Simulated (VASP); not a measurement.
A run of VASP 6.6.1 is set up as follows.

The input INCAR:

```
PREC = Accurate
ENCUT = 520
EDIFF = 1E-6
ISMEAR = -1
SIGMA = 0.05
LREAL = False
LASPH = True
NELM = 100
ALGO = Normal
ISIF = 2
LWAVE = False
LCHARG = True
GGA = PS
LELF = True
LVHAR = True
NBANDS = 31
```

The input KPOINTS:

```
Automatic mesh
0
Gamma
  6 6 8
```

Contents of POSCAR:

```
HfO2
1.0
    4.7152700508      0.0000000000      0.0000000000
    0.0000000000      4.7152700508      0.0000000000
    0.0000000000      0.0000000000      3.1399804083
Hf O
2 4
Direct
    0.5000000000      0.5000000000      0.5000000000
    0.0000000000      0.0000000000      0.0000000000
    0.8050448800      0.1949551200      0.5000000000
    0.6949551200      0.6949551200      0.0000000000
    0.3050448800      0.3050448800      0.0000000000
    0.1949551200      0.8050448800      0.5000000000
```

Potentials or basis: VASP PAW PBE potentials, release 64 (Hf_pv, O).

Run with:

```sh
$ cat potpaw_PBE.64/Hf_pv/POTCAR potpaw_PBE.64/O/POTCAR > POTCAR
$ mpirun -np 1 vasp_std > vasp.out
```

What does it give for the largest force?

0.185 eV/Å.

Predict the band gap on the k mesh.

4.11 eV, direct.

Estimate the pressure.

15.6 GPa.

Stress tensor (GPa, compression positive):
```
14.31  0.00  0.00
 0.00 14.31  0.00
 0.00  0.00 18.09
```

Caveat: the PAW data sets were made with another functional, which shifts forces and pressure a little; spin-orbit coupling is left out, which moves the levels of the heavy elements. A k mesh can miss the band edges.
